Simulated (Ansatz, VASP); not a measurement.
## KCl in VASP and in Ansatz

```
CELL_PARAMETERS angstrom
0.00000 3.14647 3.20940
3.14647 0.00000 3.20940
3.14647 3.14647 0.00000
ATOMIC_POSITIONS crystal
K 0.00000 0.00000 0.00000
Cl 0.50000 0.50000 0.50000
```

Alike in both runs: task single point; functional PBEsol; k mesh 6 × 6 × 6; occupations fermi-dirac, width 0.05 eV; no spin polarisation.

|  | VASP | Ansatz |
| --- | --- | --- |
| version | VASP 6.6.1 | Ansatz 0.2.0 |
| potentials or method | VASP PAW PBE potentials, release 64 (K_sv, Cl) | Ansatz PAW |
| plane-wave cutoff (eV) | 500 | 420 |
| valence electrons in the cell | 16 | 16 |

VASP gave:

```
gap on the k mesh at the Fermi level (eV)                     : 4.96
least direct gap on the mesh (eV)                             : 4.96
pressure (GPa)                                                : -0.7
traceless stress, the component that is largest in VASP (GPa) : -0.37
```

**Question.** Estimate Ansatz's values.

**Answer.** gap on the k mesh at the Fermi level (eV): 4.96; least direct gap on the mesh (eV): 4.96; pressure (GPa): -0.7; traceless stress, the component that is largest in VASP (GPa): -0.36.

VASP's potentials were made for PBE, not for PBEsol.
